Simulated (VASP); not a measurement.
# NaH: single point with r2SCAN

NaH:

```
Na H
1.0
     0.00000    2.43413    2.53368
     2.43413    0.00000    2.53368
     2.43413    2.43413    0.00000
Na H
1 1
Direct
  0.00000 0.00000 0.00000
  0.50000 0.50000 0.50000
```

This cell differs from its parent crystal: volume 15.012 Å^3 an atom, c/a of the conventional cell 1.0409.

| Property | Result |
| --- | --- |
| Program | VASP 6.6.1 |
| Task | single point |
| Functional | r2SCAN |
| Potentials or basis | VASP PAW PBE potentials, release 64 (Na_pv, H) |
| Cutoff | 520 eV |
| k mesh | 10 × 10 × 10 |
| Occupations | fermi-dirac, width 0.2 eV |
| Spin | no spin polarisation |
| Dipole correction | no |
| Further INCAR settings | ALGO = Normal; EDIFF = 1e-07; NBANDS = 11 |

```
Pressure               : -1.9 GPa
Band gap on the k mesh : 4.24 eV, indirect (least direct gap 5.03 eV)
```

Stress tensor (GPa, compression positive):
```
-1.59  0.00  0.00
 0.00 -1.59  0.00
 0.00  0.00 -2.49
```

Levels at points of the mesh, in eV from the valence-band top:
```tsv
k point	band 1	band 2	band 3	band 4	band 5	band 6	band 7	band 8
(0.00, 0.00, 0.00)	-23.05	-23.03	-23.03	-3.40	10.83	15.75	15.95	15.95
(0.50, 0.00, 0.00)	-23.11	-23.05	-23.04	-0.83	4.24	11.20	13.20	13.80
(0.50, 0.50, 0.00)	-23.11	-23.06	-23.05	-0.30	4.73	10.71	11.31	11.31
(0.50, 0.00, 0.50)	-23.10	-23.07	-23.06	-0.11	5.19	10.33	10.79	10.84
```

It took 64 s on 1 thread of Intel(R) Xeon(R) 6975P-C (Granite Rapids) (shared host), peak memory 0.17 GiB.

Caveat: the PAW data sets were made with another functional, which shifts forces and pressure a little. A k mesh can miss the band edges.
